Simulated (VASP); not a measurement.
Input of a VASP 6.6.1 run:

Contents of INCAR:

```
SYSTEM = SnO2
PREC     = Accurate       ! precision mode
ENCUT    = 520            ! plane-wave cutoff, eV
EDIFF    = 1E-7           ! SCF threshold, eV
ISMEAR   = 0              ! smearing method
SIGMA    = 0.05           ! smearing width, eV
LREAL    = .False.        ! projectors in reciprocal space
LASPH    = .True.         ! aspherical terms in the spheres
NELM     = 60             ! most SCF steps
ALGO     = Normal         ! electronic algorithm
ISIF     = 2              ! what is computed and relaxed
LWAVE    = .False.        ! write WAVECAR
LCHARG   = .False.        ! write CHGCAR
NBANDS   = 35             ! bands
```

File KPOINTS:

```
Automatic mesh
0
Gamma
  6 6 8
  0 0 0
```

File POSCAR:

```
SnO2
1.0
    4.7212714757      0.2065556271      0.0000000000
    0.2066857838      4.7242464866      0.0000000000
    0.0000000000      0.0000000000      3.1900194031
Sn O
2 4
Direct
    0.5000000000      0.5000000000      0.5000000000
    0.0000000000      0.0000000000      0.0000000000
    0.3055669669      0.3065721211      0.0000000000
    0.8055669669      0.1934278789      0.5000000000
    0.1944330331      0.8065721211      0.5000000000
    0.6944330331      0.6934278789      0.0000000000
```

Potentials or basis: VASP PAW LDA potentials, release 64 (Sn_d, O).

Command:

```bash
$ cat potpaw_LDA.64/Sn_d/POTCAR potpaw_LDA.64/O/POTCAR > POTCAR
$ mpirun -np 1 vasp_std > vasp.out
```

(1) Predict the band gap on the k mesh.

(2) Predict the pressure.

Results:

(1) 1.19 eV.

(2) 3.2 GPa.

Caveat: the cell differs from its parent crystal (strain +0.0875 x Voigt [0, 0, 0, 0, 0, 1]); the cell stands under pressure; spin-orbit coupling is left out, which moves the levels of the heavy elements.
